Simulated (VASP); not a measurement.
# SnH2 (Immm) in VASP: a series of runs

The runs below take SnH2 through single point, relaxation of cell and atoms, with PBE.

All numbers are computed with VASP 6.6.1; they aren't measurements. Logs are shortened: lines on timing, memory, paths and dates and some standing lists are left out, and cuts for length are marked.

**1. The cell of the first run**

The typed cell holds 3 atoms: a = 3.791 Å, b = 3.791 Å, c = 3.791 Å, α = 118.74°, β = 118.85°, γ = 92.10°.

**2. Single point, PBE**

INCAR reads:

```
SYSTEM = SnH2
ALGO     = Fast           ! electronic algorithm
EDIFF    = 1E-6           ! SCF threshold, eV
ENCUT    = 520            ! plane-wave cutoff, eV
GGA      = PE             ! functional
ISIF     = 2              ! what is computed and relaxed
ISMEAR   = 0              ! smearing method
LASPH    = .True.         ! aspherical terms in the spheres
LCHARG   = .False.        ! write CHGCAR
LREAL    = .False.        ! projectors in reciprocal space
LWAVE    = .False.        ! write WAVECAR
NBANDS   = 15             ! bands
NELM     = 80             ! most SCF steps
PREC     = Accurate       ! precision mode
SIGMA    = 0.1            ! smearing width, eV
```

KPOINTS reads:

```
k-points
0
Gamma
  12 12 12
  0 0 0
```

POSCAR reads:

```
SnH2
1.0
   -1.9316945396      1.9283216211      2.6312233936
    1.9316945396     -1.9283216211      2.6312233936
    1.9316945396      1.9283216211     -2.6312233936
Sn H
1 2
Direct
    0.0000000000      0.0000000000      0.0000000000
    0.2500493004      0.7500493004      0.5000000000
    0.7499506996      0.2499506996      0.5000000000
```

Potentials or basis: VASP PAW PBE potentials, release 64 (Sn_d, H).

The run is started by

```console
$ cat potpaw_PBE.64/Sn_d/POTCAR potpaw_PBE.64/H/POTCAR > POTCAR
$ mpirun -np 1 vasp_std > vasp.out
```

OUTCAR:

```text
SYSTEM = SnH2
   EDIFF = 1E-6
   ENCUT = 520
   GGA = PE
   ISIF = 2
   ISMEAR = 0
   LASPH = .True.
   LREAL = .False.
   NELM = 80
   PREC = Accurate

 ion  position               nearest neighbor table
   1  0.000  0.000  0.000-
   2  0.250  0.750  0.500-
   3  0.750  0.250  0.500-

  LATTYP: Found a body centered orthorhombic cell.
 ALAT       =     3.8566432422
 B/A-ratio  =     1.0017491473
 C/A-ratio  =     1.3645148013

  Lattice vectors:

 A1 = (   1.9316945396,  -1.9283216211,  -2.6312233936)
 A2 = (  -1.9316945396,   1.9283216211,  -2.6312233936)
 A3 = (   1.9316945396,   1.9283216211,   2.6312233936)

Analysis of symmetry for initial positions (statically):
=====================================================================
 Subroutine PRICEL returns:
 Original cell was already a primitive cell.

 Routine SETGRP: Setting up the symmetry group for a
 body centered orthorhombic supercell.

 Subroutine GETGRP returns: Found  8 space group operations
 (whereof  8 operations were pure point group operations)
 out of a pool of  8 trial point group operations.

The static configuration has the point symmetry D_2h.

Analysis of symmetry for dynamics (positions and initial velocities):
=====================================================================
 Subroutine PRICEL returns:
 Original cell was already a primitive cell.

 Routine SETGRP: Setting up the symmetry group for a
 body centered orthorhombic supercell.

 Subroutine GETGRP returns: Found  8 space group operations
 (whereof  8 operations were pure point group operations)
 out of a pool of  8 trial point group operations.

The dynamic configuration has the point symmetry D_2h.

 Subroutine INISYM returns: Found  8 space group operations
 (whereof  8 operations are pure point group operations),
 and found     1 'primitive' translations

----------------------------------------------------------------------------------------

                                     Primitive cell

  volume of cell :      39.2045

  direct lattice vectors                    reciprocal lattice vectors
    -1.931694540  1.928321621  2.631223394     0.000000000  0.259292845  0.190025674
     1.931694540 -1.928321621  2.631223394     0.258840096  0.000000000  0.190025674
     1.931694540  1.928321621 -2.631223394     0.258840096  0.259292845  0.000000000

  length of vectors
     3.791200946  3.791200946  3.791200946     0.321469340  0.321104270  0.366375456

  position of ions in fractional coordinates (direct lattice)
     0.000000000  0.000000000  0.000000000
     0.250049300  0.750049300  0.500000000
     0.749950700  0.249950700  0.500000000

  ion indices of the primitive-cell ions
   primitive index   ion index
                 1           1
                 2           2
                 3           3

----------------------------------------------------------------------------------------

 KPOINTS: k-points

Automatic generation of k-mesh.
 Grid dimensions read from file:
 generate k-points for:   12   12   12

 Generating k-lattice:

  Cartesian coordinates                     Fractional coordinates (reciprocal lattice)
     0.000000000  0.021607737  0.015835473     0.083333333 -0.000000000  0.000000000
     0.021570008  0.000000000  0.015835473    -0.000000000  0.083333333  0.000000000
     0.021570008  0.021607737  0.000000000     0.000000000 -0.000000000  0.083333333

  Length of vectors
     0.026789112  0.026758689  0.030531288

  Shift w.r.t. Gamma in fractional coordinates (k-lattice)
     0.000000000  0.000000000  0.000000000

 Subroutine IBZKPT returns following result:
 ===========================================

 Found    280 irreducible k-points:

 Following reciprocal coordinates:
            Coordinates               Weight
  0.000000  0.000000  0.000000      1.000000
  0.083333  0.000000 -0.000000      4.000000
  0.166667 -0.000000  0.000000      4.000000
  0.250000  0.000000  0.000000      4.000000
  0.333333 -0.000000  0.000000      4.000000
  0.416667  0.000000 -0.000000      4.000000
[... 16 lines left out ...]
  0.250000  0.166667  0.000000      8.000000
  0.333333  0.166667  0.000000      8.000000
 [... further k-points ...]
   k-points           NKPTS =    280   k-points in BZ     NKDIM =    280   number of bands    NBANDS=     15
   number of dos      NEDOS =    301   number of ions     NIONS =      3
   total plane-waves  NPLWV =  21952
   dimension x,y,z NGX =    28 NGY =   28 NGZ =   28
   dimension x,y,z NGXF=    56 NGYF=   56 NGZF=   56
   ions per type =               1   2
   NGX,Y,Z   is equivalent  to a cutoff of  12.28, 12.28, 12.28 a.u.
   NGXF,Y,Z  is equivalent  to a cutoff of  24.56, 24.56, 24.56 a.u.
 SYSTEM =  SnH2
   PREC   = accura    normal or accurate (medium, high low for compatibility)
   ISTART =      0    job   : 0-new  1-cont  2-samecut
   ICHARG =      2    charge: 1-file 2-atom 10-const
   ISPIN  =      1    spin polarized calculation?
   LNONCOLLINEAR =      F non collinear calculations
   LSORBIT =      F    spin-orbit coupling
   LASPH  =      T    aspherical Exc in radial PAW
   ENCUT  =  520.0 eV  38.22 Ry    6.18 a.u.   7.05  7.05  7.05*2*pi/ulx,y,z
   NELM   =     80;   NELMIN=  2; NELMDL= -5     # of ELM steps
   EDIFF  = 0.1E-05   stopping-criterion for ELM
   LREAL  =      F    real-space projection
   EDIFFG = 0.1E-04   stopping-criterion for IOM
   NSW    =      0    number of steps for IOM
   IBRION =     -1    ionic relax: 0-MD 1-quasi-New 2-CG
   NFREE  =      0    steps in history (QN), initial steepest desc. (CG)
   ISIF   =      2    stress and relaxation
   ISYM   =      2    0-nonsym 1-usesym 2-fastsym
   POTIM  = 0.5000    time-step for ionic-motion
   TEBEG  =    0.0;   TEEND  =   0.0 temperature during run
   PSTRESS=    0.0 pullay stress
   NELECT =      16.0000    total number of electrons
   NUPDOWN=      -1.0000    fix difference up-down
   EMIN   =  10.00;   EMAX   =-10.00  energy-range for DOS
   EFERMI =   0.00;   METHOD = LEGACY
   ISMEAR =     0;   SIGMA  =   0.10  broadening in eV -4-tet -1-fermi 0-gaus
   EFERMI_NEDOS =   21; number of points for ismear=-14 and -15
   IALGO  =     68    algorithm
   IMIX   =      4    mixing-type and parameters
     AMIX     =   0.40;   BMIX     =  1.00
     AMIX_MAG =   1.60;   BMIX_MAG =  1.00
  volume/ion in A,a.u.               =      13.07        88.19
  Fermi-wavevector in a.u.,A,eV,Ry     =   1.214329  2.294749 20.063074  1.474594
  Thomas-Fermi vector in A             =   2.349752
   LORBIT       =      0    0 simple, 1 ext, 2 COOP (PROOUT), +10 PAW based schemes
   GGA     = PE    functional components
   LHFCALC =     F    Hartree Fock is set to
   AEXX    =    0.0000 exact exchange contribution
   IVDW    =     0    specifies the selected vdW correction
   LEPSILON=     F    determine dielectric tensor
   LRPA    =     F    only Hartree local field effects (RPA)
 non-spin polarized calculation
 RMM-DIIS sequential band-by-band and
 Gauss-broadening in eV      SIGMA  =   0.10
  energy-cutoff  :      520.00
  volume of cell :       39.20
 maximum number of plane-waves:      1070
   NGX = 15   NGY = 15   NGZ = 15

 number of electron      16.0000001 magnetization

 Free energy of the ion-electron system (eV)
  ---------------------------------------------------
  ext. energy  EPLUGINS =         0.00000000
  ---------------------------------------------------
  free energy    TOTEN  =        -9.04620975 eV

  energy without entropy =       -9.04329980  energy(sigma->0) =       -9.04475477

 E-fermi :   5.6540     XC(G=0):  -9.5272

 val. band max:        5.6473445042   @ k =  -0.1667  -0.2500   0.1667
 cond. band min:       5.7138582338   @ k =  -0.4167  -0.4167   0.3333
 fundamental gap:      0.0665137296
 Fermi energy:         5.6539776327

 k-point     1 :       0.0000    0.0000    0.0000
  band No.  band energies     occupation
      1     -16.1996      2.00000
      2     -16.1988      2.00000
      3     -16.1919      2.00000
      4     -16.1810      2.00000
      5     -16.1731      2.00000
      6      -5.6247      2.00000
      7       4.7220      2.00000
      8       9.9260      0.00000
      9       9.9460      0.00000
     10       9.9625      0.00000
     11      10.2862      0.00000
     12      13.4813      0.00000
     13      13.5114      0.00000
     14      13.5598      0.00000
     15      16.3413      0.00000

 k-point     2 :       0.0833    0.0000   -0.0000
  band No.  band energies     occupation
      1     -16.1984      2.00000
      2     -16.1977      2.00000
      3     -16.1910      2.00000
      4     -16.1807      2.00000
      5     -16.1733      2.00000
      6      -5.5196      2.00000
      7       4.5918      2.00000
      8       8.4924      0.00000
      9       9.7387      0.00000
     10       9.8097      0.00000
     11      10.9237      0.00000
     12      13.7419      0.00000
     13      13.7988      0.00000
     14      14.4843      0.00000
     15      15.9213      0.00000

 k-point     3 :       0.1667   -0.0000    0.0000
  band No.  band energies     occupation
      1     -16.1987      2.00000
      2     -16.1947      2.00000
      3     -16.1886      2.00000
      4     -16.1774      2.00000
      5     -16.1721      2.00000
      6      -5.2046      2.00000
      7       4.0491      2.00000
      8       7.0452      0.00000
      9       9.3290      0.00000
     10       9.4801      0.00000
     11      10.8675      0.00000
     12      14.1289      0.00000
     13      14.3116      0.00000
     14      15.5287      0.00000
     15      16.2099      0.00000

 k-point     4 :       0.2500    0.0000    0.0000
  band No.  band energies     occupation
      1     -16.2003      2.00000
      2     -16.1950      2.00000
      3     -16.1883      2.00000
      4     -16.1687      2.00000
      5     -16.1666      2.00000
      6      -4.6831      2.00000
      7       2.8784      2.00000
      8       6.3072      0.00000
      9       8.9023      0.00000
     10       9.1298      0.00000
     11      10.4870      0.00000
     12      13.9037      0.00000
     13      14.3846      0.00000
     14      16.0002      0.00000
     15      16.8025      0.00000
[... 307 lines left out ...]
 k-point    22 :       0.1667    0.1667   -0.0000
  band No.  band energies     occupation
      1     -16.1999      2.00000
      2     -16.1929      2.00000
      3     -16.1807      2.00000
      4     -16.1788      2.00000
      5     -16.1623      2.00000
      6      -4.4984      2.00000
      7       3.1142      2.00000
      8       4.8263      2.00000
      9       9.1407      0.00000
     10       9.3887      0.00000
     11      10.0658      0.00000
     12      14.5184      0.00000
     13      15.0658      0.00000
     14      15.2027      0.00000
     15      16.8739      0.00000

 k-point    23 :       0.2500    0.1667    0.0000
  band No.  band energies     occupation
      1     -16.1982      2.00000
      2     -16.1956      2.00000
      3     -16.1821      2.00000
      4     -16.1700      2.00000
      5     -16.1572      2.00000
      6      -3.8434      2.00000
      7       2.0432      2.00000
      8       4.0292      2.00000
      9       8.8378      0.00000
     10       9.3293      0.00000
     11       9.6366      0.00000
     12      14.5432      0.00000
     13      15.4364      0.00000
     14      15.9183      0.00000
     15      16.7538      0.00000

 k-point    24 :       0.3333    0.1667    0.0000
  band No.  band energies     occupation
      1     -16.1995      2.00000
      2     -16.1955      2.00000
      3     -16.1839      2.00000
      4     -16.1596      2.00000
      5     -16.1554      2.00000
      6      -3.0263      2.00000
      7       0.6901      2.00000
      8       3.8004      2.00000
      9       8.2985      0.00000
     10       8.8479      0.00000
     11       9.9479      0.00000
     12      14.4928      0.00000
     13      15.5074      0.00000
     14      16.9261      0.00000
     15      17.5132      0.00000

 [... further k-points ...]

------------------------ aborting loop because EDIFF is reached ----------------------------------------

  FORCE on cell =-STRESS in cart. coord.  units (eV):
  Direction    XX          YY          ZZ          XY          YZ          ZX
  --------------------------------------------------------------------------------------
  -------------------------------------------------------------------------------------
  Total       -0.0325392     -0.0214305     -0.0253765      0.0000000      0.0000000      0.0000000
  in kB       -1.3297856     -0.8758065     -1.0370663      0.0000000      0.0000000      0.0000000
  external PRESSURE =      -1.0808861 kB  Pullay stress =       0.0000000 kB

 VOLUME and BASIS-vectors are now :
 -----------------------------------------------------------------------------
  energy-cutoff  :      520.00
  volume of cell :       39.20
      direct lattice vectors                 reciprocal lattice vectors
    -1.931694540  1.928321621  2.631223394     0.000000000  0.259292845  0.190025674
     1.931694540 -1.928321621  2.631223394     0.258840096  0.000000000  0.190025674
     1.931694540  1.928321621 -2.631223394     0.258840096  0.259292845  0.000000000

 POSITION                                       TOTAL-FORCE (eV/Angst)
 -----------------------------------------------------------------------------------
      0.00000      0.00000      0.00000         0.000000      0.000000      0.000000
      1.93169      0.00000      1.31587         0.000000     -0.000000     -0.000857
      0.00000      1.92832      1.31535        -0.000000      0.000000      0.000857
 -----------------------------------------------------------------------------------
    total drift:                               -0.000000      0.000000      0.000000

  FREE ENERGIE OF THE ION-ELECTRON SYSTEM (eV)
  ---------------------------------------------------
  free  energy   TOTEN  =        -9.0462097451 eV

  energy  without entropy=       -9.0432998015  energy(sigma->0) =       -9.04475477
```

Wall time 5.7 min (1 thread of Intel Xeon 8259CL, shared host); peak memory 0.25 GiB.

What came out:

* Free energy: -9.0462 eV
* Pressure: -0.1 GPa
* Band gap on the k mesh: zero (bands 8 and 9 overlap by 5.20 eV)

Caveat: spin-orbit coupling is left out, which moves the levels of the heavy elements.

**3. Relaxation of cell and atoms, PBE**

This run uses another cell than the first one, of 12.64 Å³/atom.

INCAR reads:

```
SYSTEM = SnH2
PREC = Accurate
ENCUT = 600
EDIFF = 1E-7
ISMEAR = 0
SIGMA = 0.1
LREAL = .FALSE.
LASPH = .TRUE.
NELM = 100
ALGO = Fast
ISIF = 3
LWAVE = .FALSE.
LCHARG = .FALSE.
GGA = PE
IBRION = 2
NSW = 80
EDIFFG = -0.025
```

KPOINTS reads:

```
Automatic mesh
0
G
  12 12 12
  0 0 0
```

POSCAR reads:

```
SnH2
1.0
   -1.9545879061      1.9496246351      2.4877723871
    1.9545879061     -1.9496246351      2.4877723871
    1.9545879061      1.9496246351     -2.4877723871
Sn H
1 2
Direct
    0.0000000000      0.0000000000      0.0000000000
    0.2496795883      0.7496795883      0.5000000000
    0.7503204117      0.2503204117      0.5000000000
```

Potentials or basis: VASP PAW PBE potentials, release 64 (Sn_d, H).

The run is started by

```console
$ cat potpaw_PBE.64/Sn_d/POTCAR potpaw_PBE.64/H/POTCAR > POTCAR
$ mpirun -np 1 vasp_std > vasp.out
```

Wall time 25 min (1 thread of Intel Xeon 8259CL, shared host); peak memory 0.28 GiB.

It converged, with:

```
Free energy                           : -9.0461 eV
Relaxed volume                        : 13.07 Å³/atom
Relaxed cell                          : a = 3.787 Å, b = 3.787 Å, c = 3.787 Å, α = 118.33°, β = 118.78°, γ = 92.52°
Space group after relaxing (to 0.1 Å) : I4/mmm (No. 139)
Energy gained by relaxing             : 2.4 meV/atom
Ionic steps                           : 7
Pressure after relaxing               : -0.1 GPa
Largest force after relaxing          : 0.003 eV/Å
Band gap on the k mesh                : zero (bands 8 and 9 overlap by 5.18 eV)
```

Forces on the atoms (eV/Å):
```
Sn   0.000  0.000  0.000
H    0.000  0.000 -0.003
H    0.000  0.000  0.003
```

Stress tensor (GPa, compression positive):
```
-0.22  0.00  0.00
 0.00 -0.05  0.00
 0.00  0.00 -0.03
```

Step by step:
```tsv
step	energy change (eV)	largest force (eV/Å)	pressure (GPa)	volume (Å³)
1	0.0000	0.0039	0.88	37.92
2	-0.0018	0.0031	0.44	38.30
3	-0.0021	0.0017	-0.57	39.20
4	-0.0027	0.0022	-0.19	38.82
5	-0.0034	0.0016	-0.16	38.86
6	-0.0053	0.0001	-0.16	38.99
7	-0.0073	0.0032	-0.10	39.21
```

Final structure:
```yaml
crystal:
  lattice:
    - [-1.94139, 1.92846, 2.61853]
    - [1.94139, -1.92846, 2.61853]
    - [1.94139, 1.92846, -2.61853]
  atoms:
    - { symbol: Sn, position: [0.00000, 0.00000, 0.00000] }
    - { symbol: H, position: [0.25018, 0.75018, 0.50000] }
    - { symbol: H, position: [0.74982, 0.24982, 0.50000] }
```

Levels at points of the mesh, in eV from the Fermi level:
```csv
k point,band 4,band 5,band 6,band 7,band 8,band 9,band 10,band 11,band 12
"(0.00, 0.00, 0.00)",-21.83,-21.83,-11.27,-0.92,4.25,4.31,4.32,4.62,7.79
"(0.50, 0.00, 0.00)",-21.80,-21.80,-8.18,-6.39,0.31,2.56,2.89,4.08,7.30
"(0.00, 0.50, 0.00)",-21.80,-21.80,-8.24,-6.39,0.39,2.62,2.98,4.03,7.40
"(0.50, 0.50, 0.00)",-21.80,-21.79,-6.64,-6.29,-2.44,0.45,0.65,4.01,9.30
"(0.50, 0.50, 0.50)",-21.79,-21.79,-6.31,-5.93,-2.77,0.10,0.20,3.59,8.93
```

Caveat: spin-orbit coupling is left out, which moves the levels of the heavy elements.

The gap in the log of VASP goes by the Fermi energy; the results here count the filled bands.